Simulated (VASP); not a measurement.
# Mg5Te3 (P4/mmm) in VASP: a series of runs

The runs below take Mg5Te3 through relaxation of cell and atoms, with PBE.

Everything below comes from runs of VASP 6.6.1. Logs are shortened: lines on timing, memory, paths and dates and some standing lists are left out, and cuts for length are marked.

## 1. The cell of the first run

Symmetry: P4/mmm, No. 123, tetragonal system. The conventional cell has a = 3.907 Å, b = 3.907 Å, c = 13.262 Å, α = 90.00°, β = 90.00°, γ = 90.00°. Mg (site symmetry 4mm) has 4 Te at 3.04 Å and 10 Mg at 3.21 to 3.91 Å within 4.0 Å. Within 4.2 Å of Mg (site symmetry 4mm) lie 8 Te at 3.19 to 3.49 Å and 6 Mg at 3.21 to 3.91 Å. Mg (site symmetry 4/mmm) has 2 Te at 2.90 Å and 12 Mg at 3.21 to 3.91 Å within 4.0 Å. Te (site symmetry 4mm) has 9 Mg at 2.90 to 3.49 Å and 5 Te at 3.73 to 3.91 Å within 4.0 Å. Te (site symmetry 4/mmm) has 8 Mg at 3.19 Å and 6 Te at 3.73 to 3.91 Å within 4.2 Å.

The cell was generated, and may not be a known phase.

## 2. Relaxation of cell and atoms, PBE

Input file INCAR:

```
SYSTEM = Mg5Te3
ALGO = Fast
EDIFF = 1E-7
EDIFFG = -0.01
ENCUT = 600
GGA = PE
IBRION = 2
ISIF = 3
ISMEAR = 0
LASPH = .True.
LCHARG = .False.
LREAL = .False.
LWAVE = .False.
NELM = 60
NSW = 100
PREC = Accurate
SIGMA = 0.1
```

Input file KPOINTS:

```
k-points
0
Gamma
  8 8 4
  0 0 0
```

Input file POSCAR:

```
Mg5Te3
1.0
    3.9070742249      0.0000000000      0.0000000000
    0.0000000000      3.9070742249      0.0000000000
    0.0000000000      0.0000000000     13.2617364037
Mg Te
5 3
Direct
    0.0000000000      0.0000000000      0.8763523462
    0.0000000000      0.0000000000      0.1236476538
    0.0000000000      0.0000000000      0.3790766411
    0.0000000000      0.0000000000      0.6209233589
    0.5000000000      0.5000000000      0.0000000000
    0.5000000000      0.5000000000      0.2184420768
    0.5000000000      0.5000000000      0.5000000000
    0.5000000000      0.5000000000      0.7815579232
```

Potentials or basis: VASP PAW PBE potentials, release 64 (Mg, Te).

Launch:

```console
$ cat potpaw_PBE.64/Mg/POTCAR potpaw_PBE.64/Te/POTCAR > POTCAR
$ mpirun -np 1 vasp_std > vasp.out
```

OUTCAR:

```text
SYSTEM = Mg5Te3
   EDIFF = 1E-7
   EDIFFG = -0.01
   ENCUT = 600
   GGA = PE
   IBRION = 2
   ISIF = 3
   ISMEAR = 0
   LASPH = .True.
   LREAL = .False.
   NELM = 60
   NSW = 100
   PREC = Accurate

 ion  position               nearest neighbor table
   1  0.000  0.000  0.876-   8 3.04   8 3.04   8 3.04   8 3.04   5 3.21   5 3.21   5 3.21   5 3.21
                             2 3.28   4 3.39
   2  0.000  0.000  0.124-   6 3.04   6 3.04   6 3.04   6 3.04   5 3.21   5 3.21   5 3.21   5 3.21
                             1 3.28   3 3.39
   3  0.000  0.000  0.379-   7 3.19   7 3.19   7 3.19   7 3.19   4 3.21   2 3.39   6 3.49   6 3.49
                             6 3.49   6 3.49
   4  0.000  0.000  0.621-   7 3.19   7 3.19   7 3.19   7 3.19   3 3.21   1 3.39   8 3.49   8 3.49
                             8 3.49   8 3.49
   5  0.500  0.500  0.000-   6 2.90   8 2.90   1 3.21   2 3.21   1 3.21   2 3.21   1 3.21   2 3.21
                             1 3.21   2 3.21
   6  0.500  0.500  0.218-   5 2.90   2 3.04   2 3.04   2 3.04   2 3.04   3 3.49   3 3.49   3 3.49
                             3 3.49
   7  0.500  0.500  0.500-   3 3.19   4 3.19   3 3.19   4 3.19   3 3.19   4 3.19   3 3.19   4 3.19

   8  0.500  0.500  0.782-   5 2.90   1 3.04   1 3.04   1 3.04   1 3.04   4 3.49   4 3.49   4 3.49
                             4 3.49

  LATTYP: Found a simple tetragonal cell.
 ALAT       =     3.9070742249
 C/A-ratio  =     3.3942883192

  Lattice vectors:

 A1 = (   3.9070742249,   0.0000000000,   0.0000000000)
 A2 = (   0.0000000000,   3.9070742249,   0.0000000000)
 A3 = (   0.0000000000,   0.0000000000,  13.2617364037)

Analysis of symmetry for initial positions (statically):
=====================================================================
 Subroutine PRICEL returns:
 Original cell was already a primitive cell.

 Routine SETGRP: Setting up the symmetry group for a
 simple tetragonal supercell.

 Subroutine GETGRP returns: Found 16 space group operations
 (whereof 16 operations were pure point group operations)
 out of a pool of 16 trial point group operations.

The static configuration has the point symmetry D_4h.

Analysis of symmetry for dynamics (positions and initial velocities):
=====================================================================
 Subroutine PRICEL returns:
 Original cell was already a primitive cell.

 Routine SETGRP: Setting up the symmetry group for a
 simple tetragonal supercell.

 Subroutine GETGRP returns: Found 16 space group operations
 (whereof 16 operations were pure point group operations)
 out of a pool of 16 trial point group operations.

The dynamic configuration has the point symmetry D_4h.

 Subroutine INISYM returns: Found 16 space group operations
 (whereof 16 operations are pure point group operations),
 and found     1 'primitive' translations

----------------------------------------------------------------------------------------

                                     Primitive cell

  volume of cell :     202.4434

  direct lattice vectors                    reciprocal lattice vectors
     3.907074225  0.000000000  0.000000000     0.255945995  0.000000000  0.000000000
     0.000000000  3.907074225  0.000000000     0.000000000  0.255945995  0.000000000
     0.000000000  0.000000000 13.261736404     0.000000000  0.000000000  0.075404907

  length of vectors
     3.907074225  3.907074225 13.261736404     0.255945995  0.255945995  0.075404907

  position of ions in fractional coordinates (direct lattice)
     0.000000000  0.000000000  0.876352346
     0.000000000  0.000000000  0.123647654
     0.000000000  0.000000000  0.379076641
     0.000000000  0.000000000  0.620923359
     0.500000000  0.500000000  0.000000000
     0.500000000  0.500000000  0.218442077
     0.500000000  0.500000000  0.500000000
     0.500000000  0.500000000  0.781557923

  ion indices of the primitive-cell ions
   primitive index   ion index
                 1           1
                 2           2
                 3           3
                 4           4
                 5           5
                 6           6
                 7           7
                 8           8

----------------------------------------------------------------------------------------

 KPOINTS: k-points

Automatic generation of k-mesh.
 Grid dimensions read from file:
 generate k-points for:    8    8    4

 Generating k-lattice:

  Cartesian coordinates                     Fractional coordinates (reciprocal lattice)
     0.031993249  0.000000000  0.000000000     0.125000000  0.000000000  0.000000000
     0.000000000  0.031993249  0.000000000     0.000000000  0.125000000  0.000000000
     0.000000000  0.000000000  0.018851227     0.000000000  0.000000000  0.250000000

  Length of vectors
     0.031993249  0.031993249  0.018851227

  Shift w.r.t. Gamma in fractional coordinates (k-lattice)
     0.000000000  0.000000000  0.000000000

 Subroutine IBZKPT returns following result:
 ===========================================

 Found     45 irreducible k-points:

 Following reciprocal coordinates:
            Coordinates               Weight
  0.000000  0.000000  0.000000      1.000000
  0.125000  0.000000  0.000000      4.000000
  0.250000  0.000000  0.000000      4.000000
  0.375000  0.000000  0.000000      4.000000
  0.500000  0.000000  0.000000      2.000000
  0.125000  0.125000  0.000000      4.000000
[... 16 lines left out ...]
  0.375000  0.125000  0.250000     16.000000
  0.500000  0.125000  0.250000      8.000000
 [... further k-points ...]
   k-points           NKPTS =     45   k-points in BZ     NKDIM =     45   number of bands    NBANDS=     19
   number of dos      NEDOS =    301   number of ions     NIONS =      8
   total plane-waves  NPLWV = 110592
   dimension x,y,z NGX =    32 NGY =   32 NGZ =  108
   dimension x,y,z NGXF=    64 NGYF=   64 NGZF=  216
   ions per type =               5   3
   NGX,Y,Z   is equivalent  to a cutoff of  13.62, 13.62, 13.54 a.u.
   NGXF,Y,Z  is equivalent  to a cutoff of  27.23, 27.23, 27.08 a.u.
 SYSTEM =  Mg5Te3
   PREC   = accura    normal or accurate (medium, high low for compatibility)
   ISTART =      0    job   : 0-new  1-cont  2-samecut
   ICHARG =      2    charge: 1-file 2-atom 10-const
   ISPIN  =      1    spin polarized calculation?
   LNONCOLLINEAR =      F non collinear calculations
   LSORBIT =      F    spin-orbit coupling
   LASPH  =      T    aspherical Exc in radial PAW
   ENCUT  =  600.0 eV  44.10 Ry    6.64 a.u.   7.80  7.80 26.49*2*pi/ulx,y,z
   NELM   =     60;   NELMIN=  2; NELMDL= -5     # of ELM steps
   EDIFF  = 0.1E-06   stopping-criterion for ELM
   LREAL  =      F    real-space projection
   EDIFFG = -.1E-01   stopping-criterion for IOM
   NSW    =    100    number of steps for IOM
   IBRION =      2    ionic relax: 0-MD 1-quasi-New 2-CG
   NFREE  =      1    steps in history (QN), initial steepest desc. (CG)
   ISIF   =      3    stress and relaxation
   ISYM   =      2    0-nonsym 1-usesym 2-fastsym
   POTIM  = 0.5000    time-step for ionic-motion
   TEBEG  =    0.0;   TEEND  =   0.0 temperature during run
   PSTRESS=    0.0 pullay stress
   NELECT =      28.0000    total number of electrons
   NUPDOWN=      -1.0000    fix difference up-down
   EMIN   =  10.00;   EMAX   =-10.00  energy-range for DOS
   EFERMI =   0.00;   METHOD = LEGACY
   ISMEAR =     0;   SIGMA  =   0.10  broadening in eV -4-tet -1-fermi 0-gaus
   EFERMI_NEDOS =   21; number of points for ismear=-14 and -15
   IALGO  =     68    algorithm
   IMIX   =      4    mixing-type and parameters
     AMIX     =   0.40;   BMIX     =  1.00
     AMIX_MAG =   1.60;   BMIX_MAG =  1.00
  volume/ion in A,a.u.               =      25.31       170.77
  Fermi-wavevector in a.u.,A,eV,Ry     =   0.846629  1.599896  9.752384  0.716780
  Thomas-Fermi vector in A             =   1.962006
   LORBIT       =      0    0 simple, 1 ext, 2 COOP (PROOUT), +10 PAW based schemes
   GGA     = PE    functional components
   LHFCALC =     F    Hartree Fock is set to
   AEXX    =    0.0000 exact exchange contribution
   IVDW    =     0    specifies the selected vdW correction
   LEPSILON=     F    determine dielectric tensor
   LRPA    =     F    only Hartree local field effects (RPA)
 conjugate gradient relaxation of ions
 non-spin polarized calculation
 RMM-DIIS sequential band-by-band and
 Gauss-broadening in eV      SIGMA  =   0.10
  energy-cutoff  :      600.00
  volume of cell :      202.44
 maximum number of plane-waves:      6784
 NGX is ok and might be reduce to    32
   NGX = 15   NGY = 15   NGZ = 53

--------------------------------------- Ionic step        1  -------------------------------------------

 number of electron      28.0000000 magnetization

 Free energy of the ion-electron system (eV)
  ---------------------------------------------------
  ext. energy  EPLUGINS =         0.00000000
  ---------------------------------------------------
  free energy    TOTEN  =       -19.65412461 eV

  energy without entropy =      -19.63728998  energy(sigma->0) =      -19.64570729

------------------------ aborting loop because EDIFF is reached ----------------------------------------

  FORCE on cell =-STRESS in cart. coord.  units (eV):
  Direction    XX          YY          ZZ          XY          YZ          ZX
  --------------------------------------------------------------------------------------
  -------------------------------------------------------------------------------------
  Total       -0.2149945     -0.2149945     -0.2802406      0.0000000      0.0000000      0.0000000
  in kB       -1.7015091     -1.7015091     -2.2178796      0.0000000      0.0000000      0.0000000
  external PRESSURE =      -1.8736326 kB  Pullay stress =       0.0000000 kB
[... 279 lines left out ...]
  energy  without entropy=      -19.6419685220  energy(sigma->0) =      -19.64984076

--------------------------------------- Ionic step        8  -------------------------------------------

 number of electron      28.0000000 magnetization

 Free energy of the ion-electron system (eV)
  ---------------------------------------------------
  ext. energy  EPLUGINS =         0.00000000
  ---------------------------------------------------
  free energy    TOTEN  =       -19.65774331 eV

  energy without entropy =      -19.64192156  energy(sigma->0) =      -19.64983243

 E-fermi :   5.0783     XC(G=0):  -9.0358

 val. band max:        5.0495983231   @ k =   0.5000   0.2500   0.5000
 cond. band min:       5.1105770193   @ k =   0.2500   0.0000   0.0000
 fundamental gap:      0.0609786962
 Fermi energy:         5.0783371473

 k-point     1 :       0.0000    0.0000    0.0000
  band No.  band energies     occupation
      1      -7.2847      2.00000
      2      -7.0816      2.00000
      3      -6.6739      2.00000
      4      -0.9309      2.00000
      5      -0.5163      2.00000
      6       2.2614      2.00000
[... 11 lines left out ...]
     18       8.2343      0.00000
     19       8.4241      0.00000
[... 489 lines left out ...]
      3      -5.8720      2.00000
      4      -0.9050      2.00000
      5      -0.5862      2.00000
      6      -0.0447      2.00000
[... 11 lines left out ...]
     18       7.4524      0.00000
     19       7.9224      0.00000

 [... further k-points ...]

------------------------ aborting loop because EDIFF is reached ----------------------------------------

  FORCE on cell =-STRESS in cart. coord.  units (eV):
  Direction    XX          YY          ZZ          XY          YZ          ZX
  --------------------------------------------------------------------------------------
  -------------------------------------------------------------------------------------
  Total        0.0222577      0.0222577     -0.0088830      0.0000000      0.0000000      0.0000000
  in kB        0.1762028      0.1762028     -0.0703220      0.0000000      0.0000000      0.0000000
  external PRESSURE =       0.0940279 kB  Pullay stress =       0.0000000 kB
[... 23 lines left out ...]
  FREE ENERGIE OF THE ION-ELECTRON SYSTEM (eV)
  ---------------------------------------------------
  free  energy   TOTEN  =       -19.6577433131 eV

  energy  without entropy=      -19.6419215567  energy(sigma->0) =      -19.64983243

 reached required accuracy - stopping structural energy minimisation
```

It took 15 min on 1 thread of Intel Xeon Platinum 8259CL at 2.50GHz (Skylake/Cascade Lake), shared host; peak memory 0.48 GiB.

Results:

| Property | Result |
| --- | --- |
| Free energy | -19.6577 eV |
| Relaxed volume | 25.30 Å³/atom |
| Relaxed cell | a = 3.907 Å, b = 3.907 Å, c = 13.259 Å, α = 90.00°, β = 90.00°, γ = 90.00° |
| Space group after relaxing (to 0.1 Å) | P4/mmm (No. 123) |
| Energy gained by relaxing | 0.5 meV/atom |
| Ionic steps | 8 |
| Pressure after relaxing | 0.0 GPa |
| Largest force after relaxing | 0.009 eV/Å |
| Band gap on the k mesh | zero (bands 14 and 15 overlap by 2.20 eV) |

Forces in eV/Å, atoms in the order of the input:
```
Mg   0.000  0.000  0.001
Mg   0.000  0.000 -0.001
Mg   0.000  0.000  0.009
Mg   0.000  0.000 -0.009
Mg   0.000  0.000  0.000
Te   0.000  0.000  0.005
Te   0.000  0.000  0.000
Te   0.000  0.000 -0.005
```

Step by step:
```csv
step,energy change (eV),largest force (eV/Å),pressure (GPa),volume (Å³)
1,0.0000,0.0955,-0.19,202.44
2,-0.0015,0.0651,0.02,201.58
3,-0.0016,0.0519,0.11,201.22
4,-0.0024,0.0397,0.08,201.49
5,-0.0035,0.0221,0.01,202.26
6,-0.0035,0.0223,-0.01,202.41
7,-0.0036,0.0145,0.00,202.39
8,-0.0036,0.0091,0.01,202.38
```

Final structure:
```yaml
crystal:
  lattice:
    - [3.90692, 0.00000, 0.00000]
    - [0.00000, 3.90692, 0.00000]
    - [0.00000, 0.00000, 13.25894]
  atoms:
    - { symbol: Mg, position: [0.00000, 0.00000, 0.87533] }
    - { symbol: Mg, position: [0.00000, 0.00000, 0.12467] }
    - { symbol: Mg, position: [0.00000, 0.00000, 0.38004] }
    - { symbol: Mg, position: [0.00000, 0.00000, 0.61996] }
    - { symbol: Mg, position: [0.50000, 0.50000, 0.00000] }
    - { symbol: Te, position: [0.50000, 0.50000, 0.21645] }
    - { symbol: Te, position: [0.50000, 0.50000, 0.50000] }
    - { symbol: Te, position: [0.50000, 0.50000, 0.78355] }
```

Caveat: spin-orbit coupling is left out, which moves the levels of the heavy elements.

## 3. Relaxation of cell and atoms, PBE

This run uses another cell than the first one, of 25.46 Å³/atom.

Input file INCAR:

```
SYSTEM = Mg5Te3
PREC = Accurate
ENCUT = 600
EDIFF = 1E-6
ISMEAR = 0
SIGMA = 0.1
LREAL = .FALSE.
LASPH = .TRUE.
NELM = 80
ALGO = Fast
ISIF = 3
LWAVE = .FALSE.
LCHARG = .FALSE.
GGA = PE
IBRION = 2
NSW = 100
EDIFFG = -0.01
```

Input file KPOINTS:

```
regular mesh
0
G
  8 8 4
  0 0 0
```

Input file POSCAR:

```
Mg5Te3
1.0
    3.8677278157      0.0000000000      0.0000000000
    0.0000000000      3.8677278157      0.0000000000
    0.0000000000      0.0000000000     13.6131352812
Mg Te
5 3
Direct
    0.0000000000      0.0000000000      0.2473876774
    0.0000000000      0.0000000000      0.7526123226
    0.0000000000      0.0000000000      0.0000000000
    0.5000000000      0.5000000000      0.3792187503
    0.5000000000      0.5000000000      0.6207812497
    0.5000000000      0.5000000000      0.1426598487
    0.5000000000      0.5000000000      0.8573401513
    0.0000000000      0.0000000000      0.5000000000
```

Potentials or basis: VASP PAW PBE potentials, release 64 (Mg, Te).

Launch:

```console
$ cat potpaw_PBE.64/Mg/POTCAR potpaw_PBE.64/Te/POTCAR > POTCAR
$ mpirun -np 1 vasp_std > vasp.out
```

It took 17 min on 1 thread of Intel Xeon Platinum 8259CL at 2.50GHz (Skylake/Cascade Lake), shared host; peak memory 0.49 GiB.

The run converged. Its results:

```yaml
Free_energy: -19.2509 eV
Relaxed_volume: 24.88 Å³/atom
Relaxed_cell: a = 3.913 Å, b = 3.913 Å, c = 12.999 Å, α = 90.00°, β = 90.00°, γ = 90.00°
Space_group_after_relaxing_to_0.1_Å: P4/mmm (No. 123)
Energy_gained_by_relaxing: 9.6 meV/atom
Ionic_steps: 10
Pressure_after_relaxing: 0.0 GPa
Largest_force_after_relaxing: 0.008 eV/Å
Band_gap_on_the_k_mesh: zero (bands 14 and 15 overlap by 2.41 eV)
```

Forces in eV/Å, atoms in the order of the input:
```
Mg   0.000  0.000 -0.006
Mg   0.000  0.000  0.006
Mg   0.000  0.000  0.000
Mg   0.000  0.000 -0.003
Mg   0.000  0.000  0.003
Te   0.000  0.000 -0.008
Te   0.000  0.000  0.008
Te   0.000  0.000  0.000
```

Step by step:
```
step  energy change (eV)  largest force (eV/Å)  pressure (GPa)  volume (Å³)
   1              0.0000                0.2217           -0.75       203.64
   2             -0.0522                0.0885           -0.16       200.14
   3             -0.0665                0.0473            0.33       197.60
   4             -0.0671                0.0587            0.45       196.99
   5             -0.0736                0.0782            0.06       198.85
   6             -0.0742                0.0872           -0.11       199.65
   7             -0.0755                0.0665           -0.07       199.42
   8             -0.0766                0.0192            0.02       198.89
   9             -0.0766                0.0251            0.01       198.96
  10             -0.0768                0.0080            0.00       199.04
```

Final structure:
```
Mg Te
1.0
     3.91306    0.00000    0.00000
     0.00000    3.91306    0.00000
     0.00000    0.00000   12.99885
Mg Te
5 3
Direct
  0.00000 0.00000 0.24543
  0.00000 0.00000 0.75457
  0.00000 0.00000 0.00000
  0.50000 0.50000 0.37899
  0.50000 0.50000 0.62101
  0.50000 0.50000 0.14183
  0.50000 0.50000 0.85817
  0.00000 0.00000 0.50000
```

Levels at points of the mesh, in eV from the Fermi level:
```csv
k point,band 10,band 11,band 12,band 13,band 14,band 15,band 16,band 17,band 18,band 19
"(0.00, 0.00, 0.00)",-1.67,-1.67,-1.44,-1.44,-0.13,0.60,0.79,2.28,2.47,3.24
"(0.50, 0.00, 0.00)",-1.82,-1.06,-0.96,-0.68,-0.14,0.63,0.94,1.37,3.27,3.54
"(0.50, 0.50, 0.00)",-3.64,-3.29,-2.12,-2.07,-1.58,-0.86,-0.02,-0.02,0.38,0.38
"(0.00, 0.00, 0.50)",-1.79,-1.38,-1.38,-0.69,-0.57,0.30,1.18,1.37,2.64,2.73
"(0.50, 0.00, 0.50)",-1.16,-1.05,-0.96,-0.91,-0.75,-0.68,1.93,2.85,2.93,3.53
"(0.50, 0.50, 0.50)",-3.59,-3.30,-2.46,-1.88,-1.22,-1.12,-0.47,-0.47,1.39,1.39
```

Caveat: spin-orbit coupling is left out, which moves the levels of the heavy elements.

The gap in the log of VASP goes by the Fermi energy; the results here count the filled bands.